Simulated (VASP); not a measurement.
# CoSi2 (AlB2 type) (P6/mmm) in VASP: a series of runs, part 2 of 2

VASP 6.6.1. Earlier steps stand in the parts before.

**3. Single point, PBE (volume scaled by 0.72)**

INCAR

```
SYSTEM = CoSi2
ALGO = Normal
EDIFF = 1E-6
ENCUT = 520
GGA = PE
ISIF = 2
ISMEAR = -1
LASPH = .True.
LCHARG = .False.
LREAL = .False.
LWAVE = .False.
NBANDS = 16
NELM = 80
PREC = Accurate
SIGMA = 0.08
```

KPOINTS

```
k-points
0
Gamma
  10 10 8
  0 0 0
```

POSCAR

```
CoSi2
1.0
    3.7112726376      0.0000000000      0.0000000000
   -1.8556363188      3.2140563846      0.0000000000
    0.0000000000      0.0000000000      2.2714563156
Co Si
1 2
Direct
    0.0000000000      0.0000000000      0.0000000000
    0.3333333333      0.6666666667      0.5000000000
    0.6666666667      0.3333333333      0.5000000000
```

Potentials or basis: VASP PAW PBE potentials, release 64 (Co, Si).

Command:

```console
cat potpaw_PBE.64/Co/POTCAR potpaw_PBE.64/Si/POTCAR > POTCAR
mpirun -np 1 vasp_std > vasp.out
```

OUTCAR:

```text
SYSTEM = CoSi2
   EDIFF = 1E-6
   ENCUT = 520
   GGA = PE
   ISIF = 2
   ISMEAR = -1
   LASPH = .True.
   LREAL = .False.
   NELM = 80
   PREC = Accurate

 ion  position               nearest neighbor table
   1  0.000  0.000  0.000-   2 2.43   3 2.43   2 2.43   3 2.43   3 2.43   3 2.43   2 2.43   2 2.43
                             3 2.43   3 2.43   2 2.43   2 2.43
   2  0.333  0.667  0.500-   3 2.14   3 2.14   3 2.14   1 2.43   1 2.43   1 2.43   1 2.43   1 2.43
                             1 2.43   3 3.12   3 3.12   3 3.12   3 3.12   3 3.12   3 3.12
   3  0.667  0.333  0.500-   2 2.14   2 2.14   2 2.14   1 2.43   1 2.43   1 2.43   1 2.43   1 2.43
                             1 2.43   2 3.12   2 3.12   2 3.12   2 3.12   2 3.12   2 3.12

  LATTYP: Found a hexagonal cell.
 ALAT       =     3.7112726376
 C/A-ratio  =     0.6120424279

  Lattice vectors:

 A1 = (   3.7112726376,   0.0000000000,   0.0000000000)
 A2 = (  -1.8556363188,   3.2140563846,   0.0000000000)
 A3 = (   0.0000000000,   0.0000000000,   2.2714563156)

Analysis of symmetry for initial positions (statically):
=====================================================================
 Subroutine PRICEL returns:
 Original cell was already a primitive cell.

 Routine SETGRP: Setting up the symmetry group for a
 hexagonal supercell.

 Subroutine GETGRP returns: Found 24 space group operations
 (whereof 24 operations were pure point group operations)
 out of a pool of 24 trial point group operations.

The static configuration has the point symmetry D_6h.

Analysis of symmetry for dynamics (positions and initial velocities):
=====================================================================
 Subroutine PRICEL returns:
 Original cell was already a primitive cell.

 Routine SETGRP: Setting up the symmetry group for a
 hexagonal supercell.

 Subroutine GETGRP returns: Found 24 space group operations
 (whereof 24 operations were pure point group operations)
 out of a pool of 24 trial point group operations.
[... 117 lines left out ...]
   EFERMI =   0.00;   METHOD = LEGACY
   ISMEAR =    -1;   SIGMA  =   0.08  broadening in eV -4-tet -1-fermi 0-gaus
   EFERMI_NEDOS =   21; number of points for ismear=-14 and -15
   IALGO  =     38    algorithm
   IMIX   =      4    mixing-type and parameters
     AMIX     =   0.40;   BMIX     =  1.00
     AMIX_MAG =   1.60;   BMIX_MAG =  1.00
  volume/ion in A,a.u.               =       9.03        60.95
  Fermi-wavevector in a.u.,A,eV,Ry     =   1.401514  2.648478 26.725142  1.964243
  Thomas-Fermi vector in A             =   2.524368
   LORBIT       =      0    0 simple, 1 ext, 2 COOP (PROOUT), +10 PAW based schemes
   GGA     = PE    functional components
   LHFCALC =     F    Hartree Fock is set to
   AEXX    =    0.0000 exact exchange contribution
   IVDW    =     0    specifies the selected vdW correction
   LEPSILON=     F    determine dielectric tensor
   LRPA    =     F    only Hartree local field effects (RPA)
 non-spin polarized calculation
  energy-cutoff  :      520.00
  volume of cell :       27.09
 maximum number of plane-waves:       745
 NGX is ok and might be reduce to    28

 number of electron      17.0000003 magnetization

 Free energy of the ion-electron system (eV)
  ---------------------------------------------------
  ext. energy  EPLUGINS =         0.00000000
  ---------------------------------------------------
  free energy    TOTEN  =       -14.54597946 eV

  energy without entropy =      -14.49524079  energy(sigma->0) =      -14.52061013

 E-fermi :  16.6280     XC(G=0): -13.6294

 val. band max:       16.6260492607   @ k =   0.3000   0.2000   0.3750
 cond. band min:      16.6289756086   @ k =   0.3000   0.3000   0.3750
 fundamental gap:      0.0029263479
 Fermi energy:        16.6279534194

 k-point     1 :       0.0000    0.0000    0.0000
  band No.  band energies     occupation
      1      -0.9923      2.00000
      2       8.8610      2.00000
      3       8.8610      2.00000
      4      11.6789      2.00000
      5      12.6707      2.00000
      6      13.7552      2.00000
[... 433 lines left out ...]
      3       8.0311      2.00000
      4      11.0534      2.00000
      5      13.0831      2.00000
      6      13.2005      2.00000
[... 8 lines left out ...]
     15      27.5410      0.00000
     16      29.3108      0.00000

 [... further k-points ...]
[... 5 lines left out ...]
  --------------------------------------------------------------------------------------
  -------------------------------------------------------------------------------------
  Total       16.9909680     16.9909680     16.9764134      0.0000000      0.0000000      0.0000000
  in kB     1004.7267480   1004.7267481   1003.8660940      0.0000000      0.0000000      0.0000000
  external PRESSURE =    1004.4398634 kB  Pullay stress =       0.0000000 kB

 VOLUME and BASIS-vectors are now :
 -----------------------------------------------------------------------------
  energy-cutoff  :      520.00
  volume of cell :       27.09
      direct lattice vectors                 reciprocal lattice vectors
     3.711272638  0.000000000  0.000000000     0.269449350  0.155566655  0.000000000
    -1.855636319  3.214056385  0.000000000     0.000000000  0.311133310  0.000000000
     0.000000000  0.000000000  2.271456316     0.000000000  0.000000000  0.440246195

 POSITION                                       TOTAL-FORCE (eV/Angst)
 -----------------------------------------------------------------------------------
      0.00000      0.00000      0.00000         0.000000      0.000000     -0.000000
     -0.00000      2.14270      1.13573         0.000000      0.000000      0.000000
      1.85564      1.07135      1.13573        -0.000000     -0.000000     -0.000000
 -----------------------------------------------------------------------------------
    total drift:                               -0.000000      0.000000      0.000000

  FREE ENERGIE OF THE ION-ELECTRON SYSTEM (eV)
  ---------------------------------------------------
  free  energy   TOTEN  =       -14.5459794581 eV

  energy  without entropy=      -14.4952407947  energy(sigma->0) =      -14.52061013
```

OSZICAR:

```text
N       E                     dE             d eps       ncg     rms          rms(c)
DAV:   1     0.657016465117E+02    0.65702E+02   -0.70170E+03  2288   0.111E+03
DAV:   2    -0.138875991656E+02   -0.79589E+02   -0.70943E+02  2592   0.219E+02
DAV:   3    -0.170564959674E+02   -0.31689E+01   -0.30888E+01  2880   0.463E+01
DAV:   4    -0.171017381451E+02   -0.45242E-01   -0.45215E-01  2776   0.529E+00
DAV:   5    -0.171028642226E+02   -0.11261E-02   -0.11260E-02  2960   0.868E-01    0.216E+01
DAV:   6    -0.257058393201E+02   -0.86030E+01   -0.39377E+01  2568   0.143E+02    0.315E+01
DAV:   7    -0.145897901702E+02    0.11116E+02   -0.16667E+01  2744   0.115E+02    0.610E+00
DAV:   8    -0.146168250226E+02   -0.27035E-01   -0.21434E+00  3072   0.170E+01    0.391E+00
DAV:   9    -0.145502591706E+02    0.66566E-01   -0.28655E-01  2952   0.890E+00    0.654E-01
DAV:  10    -0.145460728106E+02    0.41864E-02   -0.12628E-02  3088   0.212E+00    0.188E-01
DAV:  11    -0.145460489001E+02    0.23910E-04   -0.93478E-04  3376   0.265E-01    0.821E-02
DAV:  12    -0.145459803600E+02    0.68540E-04   -0.17157E-04  3024   0.261E-01    0.113E-02
DAV:  13    -0.145459794581E+02    0.90183E-06   -0.67042E-06  2944   0.302E-02
   1 F= -.14545979E+02 E0= -.14520610E+02  d E =-.507387E-01
```

Run time: 51 s. Hardware: 1 thread of Intel Xeon Platinum 8488C (Sapphire Rapids), shared host; peak memory 0.16 GiB.

Results:

```yaml
Free_energy: -14.5460 eV
Pressure: 100.4 GPa
```

Stress tensor (GPa, compression positive):
```
100.47   0.00   0.00
  0.00 100.47   0.00
  0.00   0.00 100.39
```

Levels at points of the mesh, in eV from the Fermi level:
```
           k point  band 4  band 5  band 6  band 7  band 8  band 9  band 10  band 11  band 12  band 13
(0.00, 0.00, 0.00)   -4.95   -3.96   -2.87   -2.87   -1.27   -1.27     0.39     0.39     4.91     8.70
(0.50, 0.00, 0.00)   -6.85   -3.78   -3.54   -1.44   -1.32    0.16     5.26     5.30     6.50     8.74
(0.00, 0.00, 0.50)   -5.27   -3.71   -3.71   -1.26   -1.26   -0.24     0.48     5.30     5.30     6.11
(0.50, 0.00, 0.50)   -7.23   -6.37   -2.47   -2.44   -0.51    0.28     0.64     0.97     1.16     4.75
```

Caveat: the cell differs from its parent crystal (volume scaled by 0.72). Spin polarisation is off, so any magnetic state and its effect on volume and gap are missing.

**4. Single point, PBE**

This run uses another cell than the first one, of 10.03 Å³/atom, 1.111 times its volume.

INCAR

```
PREC = Accurate
ENCUT = 520
EDIFF = 1E-6
ISMEAR = -1
SIGMA = 0.08
LREAL = F
LASPH = T
NELM = 80
ALGO = Normal
ISIF = 2
LWAVE = F
LCHARG = T
GGA = PE
LELF = T
LVHAR = T
NBANDS = 16
```

KPOINTS

```
Automatic mesh
0
Gamma
  10 10 8
```

POSCAR

```
CoSi2
1.0
    3.8460555899      0.0000000001      0.0000000000
   -1.9230277950      3.3307818452      0.0000000000
    0.0000000000      0.0000000000      2.3500466563
Co Si
1 2
Direct
    0.0000000000      0.0000000000      0.0000000000
    0.3333333333      0.6666666667      0.5000000000
    0.6666666667      0.3333333333      0.5000000000
```

Command:

```console
cat potpaw_PBE.64/Co/POTCAR potpaw_PBE.64/Si/POTCAR > POTCAR
mpirun -np 1 vasp_std > vasp.out
```

Wall time 63 s (1 thread of Intel Xeon Platinum 8488C (Sapphire Rapids), shared host); peak memory 0.16 GiB.

The run converged. Its results:

| Property | Result |
| --- | --- |
| Free energy | -15.9603 eV |
| Pressure | 53.8 GPa |

Levels at points of the mesh, in eV from the Fermi level:
```
           k point  band 6  band 7  band 8  band 9  band 10  band 11  band 12  band 13
(0.00, 0.00, 0.00)   -2.43   -2.43   -0.98   -0.98     0.42     0.42     4.53     8.07
(0.50, 0.00, 0.00)   -2.95   -1.13   -1.01    0.10     5.10     5.41     6.24     8.08
(0.00, 0.00, 0.50)   -3.03   -1.13   -1.13   -0.25     0.51     5.30     5.30     5.82
(0.50, 0.00, 0.50)   -2.01   -2.00   -0.51    0.63     0.79     0.90     1.06     4.45
```

**5. Single point, PBE**

INCAR

```
SYSTEM = CoSi2
ALGO = Normal
EDIFF = 1E-6
ENCUT = 520
GGA = PE
ISIF = 2
ISMEAR = -1
LASPH = .TRUE.
LCHARG = .FALSE.
LREAL = .FALSE.
LWAVE = .FALSE.
NBANDS = 16
NELM = 60
PREC = Accurate
SIGMA = 0.08
```

KPOINTS

```
k-points
0
G
  10 10 8
  0 0 0
```

POSCAR is that of step 4.

Command:

```console
cat potpaw_PBE.64/Co/POTCAR potpaw_PBE.64/Si/POTCAR > POTCAR
mpirun -np 1 vasp_std > vasp.out
```

Run time: 60 s. Hardware: 1 thread of Intel Xeon Platinum 8488C (Sapphire Rapids), shared host; peak memory 0.16 GiB.

Results (log left out):

```
Free energy : -15.9603 eV
Pressure    : 53.8 GPa
```

Levels at points of the mesh, in eV from the Fermi level:
| k point | band 6 | band 7 | band 8 | band 9 | band 10 | band 11 | band 12 | band 13 |
| --- | --- | --- | --- | --- | --- | --- | --- | --- |
| (0.00, 0.00, 0.00) | -2.43 | -2.43 | -0.98 | -0.98 | 0.42 | 0.42 | 4.53 | 8.07 |
| (0.50, 0.00, 0.00) | -2.95 | -1.13 | -1.01 | 0.10 | 5.10 | 5.41 | 6.24 | 8.08 |
| (0.00, 0.00, 0.50) | -3.03 | -1.13 | -1.13 | -0.25 | 0.51 | 5.30 | 5.30 | 5.82 |
| (0.50, 0.00, 0.50) | -2.01 | -2.00 | -0.51 | 0.63 | 0.79 | 0.90 | 1.06 | 4.45 |

**6. Single point, PBE**

This run uses another cell than the first one, of 11.04 Å³/atom, 1.222 times its volume.

INCAR

```
ALGO = Normal
EDIFF = 1E-6
ENCUT = 520
GGA = PE
ISIF = 2
ISMEAR = -1
LASPH = True
LCHARG = True
LELF = True
LREAL = False
LVHAR = True
LWAVE = False
NBANDS = 16
NELM = 80
PREC = Accurate
SIGMA = 0.08
```

KPOINTS

```
k-points
0
Gamma
  10 10 8
```

POSCAR

```
CoSi2
1.0
    3.9740765706      0.0000000000      0.0000000000
   -1.9870382853      3.4416512668      0.0000000000
    0.0000000000      0.0000000000      2.4211841530
Co Si
1 2
Direct
    0.0000000000      0.0000000000      0.0000000000
    0.3333333333      0.6666666667      0.5000000000
    0.6666666667      0.3333333333      0.5000000000
```

Potentials or basis: VASP PAW PBE potentials, release 64 (Co, Si).

Command:

```console
cat potpaw_PBE.64/Co/POTCAR potpaw_PBE.64/Si/POTCAR > POTCAR
mpirun -np 1 vasp_std > vasp.out
```

It took 61 s on 1 thread of Intel Xeon Platinum 8488C (Sapphire Rapids), shared host; peak memory 0.16 GiB.

Results (log left out):

```
Free energy : -16.6788 eV
Pressure    : 24.8 GPa
```

Levels at points of the mesh, in eV from the Fermi level:
```tsv
k point	band 7	band 8	band 9	band 10	band 11	band 12
(0.00, 0.00, 0.00)	-2.07	-0.76	-0.76	0.43	0.43	4.12
(0.50, 0.00, 0.00)	-0.89	-0.79	0.05	4.88	5.47	5.96
(0.00, 0.00, 0.50)	-1.01	-1.01	-0.26	0.52	4.46	5.30
(0.50, 0.00, 0.50)	-1.65	-0.51	0.61	0.85	0.96	1.19
```

Spin polarisation is off, so any magnetic state and its effect on volume and gap are missing.

**7. Overview**

| cell | gap on the mesh (eV) | pressure (GPa) |
| --- | --- | --- |
| a = 3.711, b = 3.711, c = 2.271 Å, angles 90.0, 90.0, 120.0°, 3 atoms | none | 100.4 |
| a = 3.846, b = 3.846, c = 2.350 Å, angles 90.0, 90.0, 120.0°, 3 atoms | none | 53.8 |
| a = 3.974, b = 3.974, c = 2.421 Å, angles 90.0, 90.0, 120.0°, 3 atoms | none | 24.8 |

Alike in all rows: task single point; level PBE; potentials or basis VASP PAW PBE potentials, release 64 (Co, Si); no spin polarisation; k mesh 10 × 10 × 8; cutoff (eV) 520; smearing fermi-dirac 0.08 eV.

Absolute energies hang on the potentials; compare differences alone.
